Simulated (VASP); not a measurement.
# CaBr: single point with PBE

The system is CaBr.

```
Ca Br
1.0
     3.86408    0.00000    0.00000
    -1.93204    3.34639    0.00000
     0.00000    0.00000    4.28236
Ca Br
1 1
Direct
  0.00000 0.00000 0.00000
  0.33333 0.66667 0.50000
```

```json
{"Program": "VASP 6.6.1", "Task": "single point", "Functional": "PBE", "Potentials or basis": "VASP PAW PBE potentials, release 64 (Ca_sv, Br)", "Cutoff": "520 eV", "k mesh": "9 × 9 × 7", "Occupations": "fermi-dirac, width 0.05 eV", "Spin": "no spin polarisation", "Dipole correction": "no", "Further INCAR settings": "ALGO = Normal; EDIFF = 1e-06; NBANDS = 16"}
```

The pressure is 1.4 GPa and the band gap on the k mesh is zero (an odd number of electrons rules out a gap without spin polarisation).

Stress tensor (GPa, compression positive):
```
1.24 0.00 0.00
0.00 1.24 0.00
0.00 0.00 1.61
```

Levels at points of the mesh, in eV from the Fermi level:
```csv
k point,band 6,band 7,band 8,band 9,band 10,band 11
"(0.00, 0.00, 0.00)",-5.67,-4.65,-4.65,-1.81,0.52,2.38
```

It took 66 s on 1 thread of Intel Xeon 8259CL (shared host), peak memory 0.2 GiB.

Caveat: an odd number of electrons without spin polarisation forces a metal; a magnetic or distorted state may lie lower.
